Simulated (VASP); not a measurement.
# ZrC (Fm-3m) in VASP: single point with PBE

Aim: the single point of ZrC with PBE.

All numbers are computed with VASP 6.6.1; they aren't measurements. Logs are shortened: lines on timing, memory, paths and dates and some standing lists are left out, and cuts for length are marked.

## (1) The cell of the first run

The structure is cubic, space group Fm-3m (No. 225). The conventional cell has a = 4.801 Å, b = 4.801 Å, c = 4.801 Å, α = 90.00°, β = 90.00°, γ = 90.00°. C (site symmetry m-3m) has 6 Zr at 2.40 Å within 3.2 Å. Within 3.2 Å of Zr (site symmetry m-3m) lie 6 C at 2.40 Å.

## (2) Single point, PBE

The input, INCAR:

```
SYSTEM = ZrC
PREC = Accurate
ENCUT = 600
EDIFF = 1E-6
ISMEAR = -1
SIGMA = 0.0517
LREAL = .FALSE.
LASPH = .TRUE.
NELM = 120
ALGO = Normal
ISIF = 2
LWAVE = .FALSE.
LCHARG = .FALSE.
GGA = PE
NBANDS = 15
GGA_COMPAT = .FALSE.
```

The input, KPOINTS:

```
Automatic mesh
0
G
  12 12 12
  0 0 0
```

The input, POSCAR:

```
ZrC
1.0
    0.0000000000      2.4003970000      2.4003970000
    2.4003970000      0.0000000000      2.4003970000
    2.4003970000      2.4003970000      0.0000000000
C Zr
1 1
Direct
    0.0000000000      0.0000000000      0.0000000000
    0.5000000000      0.5000000000      0.5000000000
```

Potentials or basis: VASP PAW PBE potentials, release 64 (C, Zr_sv).

On the command line:

```console
$ cat potpaw_PBE.64/C/POTCAR potpaw_PBE.64/Zr_sv/POTCAR > POTCAR
$ mpirun -np 1 vasp_std > vasp.out
```

OUTCAR:

```text
SYSTEM = ZrC
   PREC = Accurate
   ENCUT = 600
   EDIFF = 1E-6
   ISMEAR = -1
   LREAL = .FALSE.
   LASPH = .TRUE.
   NELM = 120
   ISIF = 2
   GGA = PE

 ion  position               nearest neighbor table
   1  0.000  0.000  0.000-   2 2.40   2 2.40   2 2.40   2 2.40   2 2.40   2 2.40
   2  0.500  0.500  0.500-   1 2.40   1 2.40   1 2.40   1 2.40   1 2.40   1 2.40

  LATTYP: Found a face centered cubic cell.
 ALAT       =     4.8007940000

  Lattice vectors:

 A1 = (   0.0000000000,   2.4003970000,   2.4003970000)
 A2 = (   2.4003970000,   0.0000000000,   2.4003970000)
 A3 = (   2.4003970000,   2.4003970000,   0.0000000000)

Analysis of symmetry for initial positions (statically):
=====================================================================
 Subroutine PRICEL returns:
 Original cell was already a primitive cell.

 Routine SETGRP: Setting up the symmetry group for a
 face centered cubic supercell.

 Subroutine GETGRP returns: Found 48 space group operations
 (whereof 48 operations were pure point group operations)
 out of a pool of 48 trial point group operations.

The static configuration has the point symmetry O_h .

Analysis of symmetry for dynamics (positions and initial velocities):
=====================================================================
 Subroutine PRICEL returns:
 Original cell was already a primitive cell.

 Routine SETGRP: Setting up the symmetry group for a
 face centered cubic supercell.

 Subroutine GETGRP returns: Found 48 space group operations
 (whereof 48 operations were pure point group operations)
 out of a pool of 48 trial point group operations.

The dynamic configuration has the point symmetry O_h .

 Subroutine INISYM returns: Found 48 space group operations
 (whereof 48 operations are pure point group operations),
 and found     1 'primitive' translations

----------------------------------------------------------------------------------------

                                     Primitive cell

  volume of cell :      27.6617

  direct lattice vectors                    reciprocal lattice vectors
     0.000000000  2.400397000  2.400397000    -0.208298877  0.208298877  0.208298877
     2.400397000  0.000000000  2.400397000     0.208298877 -0.208298877  0.208298877
     2.400397000  2.400397000  0.000000000     0.208298877  0.208298877 -0.208298877

  length of vectors
     3.394673992  3.394673992  3.394673992     0.360784239  0.360784239  0.360784239

  position of ions in fractional coordinates (direct lattice)
     0.000000000  0.000000000  0.000000000
     0.500000000  0.500000000  0.500000000

  ion indices of the primitive-cell ions
   primitive index   ion index
                 1           1
                 2           2

----------------------------------------------------------------------------------------

 KPOINTS: Automatic mesh

Automatic generation of k-mesh.
 Grid dimensions read from file:
 generate k-points for:   12   12   12

 Generating k-lattice:

  Cartesian coordinates                     Fractional coordinates (reciprocal lattice)
    -0.017358240  0.017358240  0.017358240     0.083333333  0.000000000  0.000000000
     0.017358240 -0.017358240  0.017358240     0.000000000  0.083333333  0.000000000
     0.017358240  0.017358240 -0.017358240     0.000000000  0.000000000  0.083333333

  Length of vectors
     0.030065353  0.030065353  0.030065353

  Shift w.r.t. Gamma in fractional coordinates (k-lattice)
     0.000000000  0.000000000  0.000000000

 Subroutine IBZKPT returns following result:
 ===========================================

 Found     72 irreducible k-points:

 Following reciprocal coordinates:
            Coordinates               Weight
  0.000000  0.000000  0.000000      1.000000
  0.083333  0.000000  0.000000      8.000000
  0.166667  0.000000  0.000000      8.000000
  0.250000  0.000000  0.000000      8.000000
  0.333333  0.000000  0.000000      8.000000
  0.416667  0.000000  0.000000      8.000000
[... 16 lines left out ...]
  0.500000  0.166667  0.000000     24.000000
 -0.416667  0.166667  0.000000     24.000000
 [... further k-points ...]
   k-points           NKPTS =     72   k-points in BZ     NKDIM =     72   number of bands    NBANDS=     15
   number of dos      NEDOS =    301   number of ions     NIONS =      2
   total plane-waves  NPLWV =  21952
   dimension x,y,z NGX =    28 NGY =   28 NGZ =   28
   dimension x,y,z NGXF=    56 NGYF=   56 NGZF=   56
   ions per type =               1   1
   NGX,Y,Z   is equivalent  to a cutoff of  13.71, 13.71, 13.71 a.u.
   NGXF,Y,Z  is equivalent  to a cutoff of  27.42, 27.42, 27.42 a.u.
 SYSTEM =  ZrC
   PREC   = accura    normal or accurate (medium, high low for compatibility)
   ISTART =      0    job   : 0-new  1-cont  2-samecut
   ICHARG =      2    charge: 1-file 2-atom 10-const
   ISPIN  =      1    spin polarized calculation?
   LNONCOLLINEAR =      F non collinear calculations
   LSORBIT =      F    spin-orbit coupling
   LASPH  =      T    aspherical Exc in radial PAW
   ENCUT  =  600.0 eV  44.10 Ry    6.64 a.u.   6.78  6.78  6.78*2*pi/ulx,y,z
   NELM   =    120;   NELMIN=  2; NELMDL= -5     # of ELM steps
   EDIFF  = 0.1E-05   stopping-criterion for ELM
   LREAL  =      F    real-space projection
   EDIFFG = 0.1E-04   stopping-criterion for IOM
   NSW    =      0    number of steps for IOM
   IBRION =     -1    ionic relax: 0-MD 1-quasi-New 2-CG
   NFREE  =      0    steps in history (QN), initial steepest desc. (CG)
   ISIF   =      2    stress and relaxation
   ISYM   =      2    0-nonsym 1-usesym 2-fastsym
   POTIM  = 0.5000    time-step for ionic-motion
   TEBEG  =    0.0;   TEEND  =   0.0 temperature during run
   PSTRESS=    0.0 pullay stress
   NELECT =      16.0000    total number of electrons
   NUPDOWN=      -1.0000    fix difference up-down
   EMIN   =  10.00;   EMAX   =-10.00  energy-range for DOS
   EFERMI =   0.00;   METHOD = LEGACY
   ISMEAR =    -1;   SIGMA  =   0.05  broadening in eV -4-tet -1-fermi 0-gaus
   EFERMI_NEDOS =   21; number of points for ismear=-14 and -15
   IALGO  =     38    algorithm
   IMIX   =      4    mixing-type and parameters
     AMIX     =   0.40;   BMIX     =  1.00
     AMIX_MAG =   1.60;   BMIX_MAG =  1.00
  volume/ion in A,a.u.               =      13.83        93.34
  Fermi-wavevector in a.u.,A,eV,Ry     =   1.364023  2.577630 25.314445  1.860559
  Thomas-Fermi vector in A             =   2.490375
   LORBIT       =      0    0 simple, 1 ext, 2 COOP (PROOUT), +10 PAW based schemes
   GGA     = PE    functional components
   LHFCALC =     F    Hartree Fock is set to
   AEXX    =    0.0000 exact exchange contribution
   IVDW    =     0    specifies the selected vdW correction
   LEPSILON=     F    determine dielectric tensor
   LRPA    =     F    only Hartree local field effects (RPA)
 non-spin polarized calculation
  energy-cutoff  :      600.00
  volume of cell :       27.66
 maximum number of plane-waves:       941
   NGX = 13   NGY = 13   NGZ = 13

 number of electron      16.0000000 magnetization

 Free energy of the ion-electron system (eV)
  ---------------------------------------------------
  ext. energy  EPLUGINS =         0.00000000
  ---------------------------------------------------
  free energy    TOTEN  =       -19.40783480 eV

  energy without entropy =      -19.40493213  energy(sigma->0) =      -19.40638347

 E-fermi :   8.9398     XC(G=0): -11.8233

 val. band max:        8.9025913123   @ k =   0.5000   0.5000   0.0000
 cond. band min:       8.9940967360   @ k =   0.4167   0.3333   0.0000
 fundamental gap:      0.0915054237
 Fermi energy:         8.9398243120

 k-point     1 :       0.0000    0.0000    0.0000
  band No.  band energies     occupation
      1     -39.4579      2.00000
      2     -17.2035      2.00000
      3     -17.2035      2.00000
      4     -17.2035      2.00000
      5      -2.1775      2.00000
      6       9.8191      0.00000
      7       9.8191      0.00000
      8       9.8191      0.00000
      9       9.9646      0.00000
     10       9.9646      0.00000
     11       9.9646      0.00000
     12      11.5269      0.00000
     13      11.5269      0.00000
     14      15.5011      0.00000
     15      19.2409      0.00000

 k-point     2 :       0.0833    0.0000    0.0000
  band No.  band energies     occupation
      1     -39.4529      2.00000
      2     -17.2515      2.00000
      3     -17.2079      2.00000
      4     -17.2079      2.00000
      5      -2.0359      2.00000
      6       8.8131      1.84143
      7       9.0600      0.17829
      8       9.0600      0.17829
      9      10.2408      0.00000
     10      10.2408      0.00000
     11      10.6163      0.00000
     12      12.3104      0.00000
     13      12.3104      0.00000
     14      15.8461      0.00000
     15      19.6304      0.00000

 k-point     3 :       0.1667    0.0000    0.0000
  band No.  band energies     occupation
      1     -39.4391      2.00000
      2     -17.3803      2.00000
      3     -17.2199      2.00000
      4     -17.2199      2.00000
      5      -1.6343      2.00000
      6       7.5456      2.00000
      7       8.0927      2.00000
      8       8.0927      2.00000
      9      10.6740      0.00000
     10      10.6740      0.00000
     11      11.0746      0.00000
     12      13.7151      0.00000
     13      13.7151      0.00000
     14      16.6402      0.00000
     15      20.5998      0.00000

 k-point     4 :       0.2500    0.0000    0.0000
  band No.  band energies     occupation
      1     -39.4203      2.00000
      2     -17.5512      2.00000
      3     -17.2362      2.00000
      4     -17.2362      2.00000
      5      -1.0367      2.00000
      6       6.2724      2.00000
      7       7.2735      2.00000
      8       7.2735      2.00000
      9      11.3177      0.00000
     10      11.3177      0.00000
     11      11.5345      0.00000
     12      15.2296      0.00000
     13      15.2296      0.00000
     14      17.3210      0.00000
     15      21.4977      0.00000
[... 307 lines left out ...]
 k-point    22 :       0.4167    0.1667    0.0000
  band No.  band energies     occupation
      1     -39.3860      2.00000
      2     -17.7306      2.00000
      3     -17.3346      2.00000
      4     -17.3136      2.00000
      5      -0.2440      2.00000
      6       5.0226      2.00000
      7       6.5786      2.00000
      8       7.0964      2.00000
      9      10.6051      0.00000
     10      13.1619      0.00000
     11      13.6021      0.00000
     12      15.5706      0.00000
     13      16.4198      0.00000
     14      18.8000      0.00000
     15      21.7285      0.00000

 k-point    23 :       0.5000    0.1667    0.0000
  band No.  band energies     occupation
      1     -39.3762      2.00000
      2     -17.8015      2.00000
      3     -17.3672      2.00000
      4     -17.3093      2.00000
      5       0.1252      2.00000
      6       4.6000      2.00000
      7       6.3702      2.00000
      8       6.6675      2.00000
      9      11.4736      0.00000
     10      13.2736      0.00000
     11      13.7687      0.00000
     12      16.3879      0.00000
     13      16.8222      0.00000
     14      18.4650      0.00000
     15      21.5542      0.00000

 k-point    24 :      -0.4167    0.1667    0.0000
  band No.  band energies     occupation
      1     -39.3750      2.00000
      2     -17.8085      2.00000
      3     -17.3901      2.00000
      4     -17.2931      2.00000
      5       0.2459      2.00000
      6       4.4418      2.00000
      7       6.4201      2.00000
      8       6.4349      2.00000
      9      12.3567      0.00000
     10      12.8507      0.00000
     11      13.4077      0.00000
     12      16.3035      0.00000
     13      17.7691      0.00000
     14      17.8950      0.00000
     15      21.6433      0.00000

 [... further k-points ...]

------------------------ aborting loop because EDIFF is reached ----------------------------------------

  FORCE on cell =-STRESS in cart. coord.  units (eV):
  Direction    XX          YY          ZZ          XY          YZ          ZX
  --------------------------------------------------------------------------------------
  -------------------------------------------------------------------------------------
  Total       -1.9501967     -1.9501967     -1.9501967      0.0000000      0.0000000      0.0000000
  in kB     -112.9561231   -112.9561231   -112.9561231      0.0000000      0.0000000      0.0000000
  external PRESSURE =    -112.9561231 kB  Pullay stress =       0.0000000 kB

 VOLUME and BASIS-vectors are now :
 -----------------------------------------------------------------------------
  energy-cutoff  :      600.00
  volume of cell :       27.66
      direct lattice vectors                 reciprocal lattice vectors
     0.000000000  2.400397000  2.400397000    -0.208298877  0.208298877  0.208298877
     2.400397000  0.000000000  2.400397000     0.208298877 -0.208298877  0.208298877
     2.400397000  2.400397000  0.000000000     0.208298877  0.208298877 -0.208298877

 POSITION                                       TOTAL-FORCE (eV/Angst)
 -----------------------------------------------------------------------------------
      0.00000      0.00000      0.00000         0.000000     -0.000000      0.000000
      2.40040      2.40040      2.40040        -0.000000      0.000000     -0.000000
 -----------------------------------------------------------------------------------
    total drift:                                0.000000      0.000000      0.000000

  FREE ENERGIE OF THE ION-ELECTRON SYSTEM (eV)
  ---------------------------------------------------
  free  energy   TOTEN  =       -19.4078348050 eV

  energy  without entropy=      -19.4049321330  energy(sigma->0) =      -19.40638347
```

Run time: 29 s. Hardware: 1 thread of Intel Xeon 6975P-C, shared host; peak memory 0.18 GiB.

Results:

* Free energy: -19.4078 eV
* Pressure: -11.3 GPa
* Band gap on the k mesh: zero (band 8 reaches 9.82 eV, above the bottom of band 9 at 8.54 eV)
